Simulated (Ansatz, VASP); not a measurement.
# CaO in VASP and in Ansatz

INCAR

```
SYSTEM = CaO
PREC     = Accurate       ! precision mode
ENCUT    = 520            ! plane-wave cutoff, eV
EDIFF    = 1E-6           ! SCF threshold, eV
ISMEAR   = -1             ! smearing method
SIGMA    = 0.02           ! smearing width, eV
LREAL    = .False.        ! projectors in reciprocal space
LASPH    = .True.         ! aspherical terms in the spheres
NELM     = 100            ! most SCF steps
ALGO     = Normal         ! electronic algorithm
ISIF     = 2              ! what is computed and relaxed
LWAVE    = .False.        ! write WAVECAR
LCHARG   = .True.         ! write CHGCAR
GGA      = PE             ! functional
LELF     = .True.         ! ELF
LVHAR    = .True.       
NBANDS   = 15             ! bands
```

KPOINTS

```
Automatic mesh
0
Gamma
  10 10 10
  0 0 0
```

The input POSCAR:

```
CaO
1.0
    0.0444745041      2.3975473901      2.3975473901
    2.3975473901      0.0444745041      2.3975473901
    2.4420218942      2.4420218942      0.0000000000
Ca O
1 1
Direct
    0.0000000000      0.0000000000      0.0000000000
    0.5000000000      0.5000000000      0.5000000000
```

Input for Ansatz:

```yaml
crystal:
  lattice:
    - [0.0444745041, 2.3975473901, 2.3975473901]
    - [2.3975473901, 0.0444745041, 2.3975473901]
    - [2.4420218942, 2.4420218942, 0.0]
  atoms:
    - { symbol: Ca, position: [0.0, 0.0, 0.0] }
    - { symbol: O, position: [0.5, 0.5, 0.5] }
kpoints:
  mp_grid: { grid: [10, 10, 10] }
  band_path:
    path:
      - [0.0, 0.0, 0.0]
      - [0.5, 0.0, 0.5]
      - [0.625, 0.25, 0.625]
      - [0.375, 0.375, 0.75]
      - [0.5, 0.5, 0.5]
      - [0.5, 0.25, 0.75]
      - [0.5, 0.5, 0.0]
    npoints: 1
hamiltonian:
  xc: pbe
scf:
  occupations: { method: fermi_dirac, width: 0.02 }
  n_extra_bands: 4
output:
  forces: true
  stress: true
  eigenvalues: true
```

Change from the starting cell: shear_xy strain +3.7%.

Alike in both runs: task single point; functional PBE; k mesh 10 × 10 × 10; occupations fermi-dirac, width 0.02 eV; no spin polarisation.

|  | VASP | Ansatz |
| --- | --- | --- |
| version | VASP 6.6.1 | Ansatz 0.2.0 |
| potentials or method | VASP PAW PBE potentials, release 64 (Ca_sv, O) | plane waves, PAW |
| plane-wave cutoff (eV) | 520 | 420 |
| valence electrons in the cell | 16 | 16 |

Ansatz gave:

* gap on the k mesh at the Fermi level (eV): 3.58
* pressure (GPa): 2.5
* traceless stress, the component that is largest in VASP (GPa): -2.83

Q: Estimate VASP's values.

A: gap on the k mesh at the Fermi level (eV): 3.56; pressure (GPa): 3.1; traceless stress, the component that is largest in VASP (GPa): -2.81.
